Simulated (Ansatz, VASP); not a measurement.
# AlN: VASP beside Ansatz

```
Al N
1.0
    -0.04585    2.03358    2.03358
     2.03358   -0.04585    2.03358
     2.03358    2.03358   -0.04585
Al N
1 1
Direct
  0.00000 0.00000 0.00000
  0.50000 0.50000 0.50000
```

Change from the starting cell: epitaxial_111 strain +3.0%.

Alike in both runs: task single point; functional PBE; k mesh 10 × 10 × 10; occupations fermi-dirac, width 0.02 eV; no spin polarisation.

|  | VASP | Ansatz |
| --- | --- | --- |
| version | VASP 6.6.1 | Ansatz 0.2.0 |
| potentials or method | VASP PAW PBE potentials, release 64 (Al, N) | plane waves, PAW |
| plane-wave cutoff (eV) | 520 | 420 |
| valence electrons in the cell | 8 | 8 |

Ansatz gave:

```
gap on the k mesh at the Fermi level (eV)                     : 3.76
pressure (GPa)                                                : -7.2
traceless stress, the component that is largest in VASP (GPa) : 6.32
```

Task: Which values does VASP return?

Result: gap on the k mesh at the Fermi level (eV): 3.74; pressure (GPa): -7.4; traceless stress, the component that is largest in VASP (GPa): 6.32.
